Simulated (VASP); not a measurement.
Runs of VASP 6.6.1 on Pb. The structure is that of space group P6_3/mmc (No. 194), or close to it. The cells are those of the table. This isn't the form of Pb at room conditions, which is fcc.

```tsv
cell	gap on the mesh (eV)	pressure (GPa)
a = 3.306, b = 3.306, c = 5.870 Å, angles 90.0, 90.0, 120.0°, 2 atoms	none	(a)
a = 3.393, b = 3.393, c = 5.450 Å, angles 90.0, 90.0, 120.0°, 2 atoms	none	(b)
a = 3.393, b = 3.393, c = 5.311 Å, angles 90.0, 90.0, 120.0°, 2 atoms	none	10.2
a = 3.480, b = 3.480, c = 5.311 Å, angles 90.0, 90.0, 120.0°, 2 atoms	none	6.3
a = 3.306, b = 3.306, c = 5.730 Å, angles 90.0, 90.0, 120.0°, 2 atoms	none	8.3
```

Alike in all rows: task single point; level r2SCAN; potentials or basis VASP PAW PBE potentials, release 64 (Pb_d); no spin polarisation; k mesh 18 × 18 × 10; cutoff (eV) 520; smearing gaussian 0.15 eV.

Task: Fill in the values left out.

Result: (a) 6.7; (b) 8.0.

Caveats: the PAW data sets were made with another functional, which shifts forces and pressure a little; spin-orbit coupling is left out, which moves the levels of the heavy elements; the cell stands under pressure (at least some runs); the stress differs along the axes, from 3 to 8 GPa (at least some runs).

A k mesh can miss the band edges, and the runs leave out spin-orbit coupling on Pb.

A gap of «none» marks levels without a gap at the run's occupations.
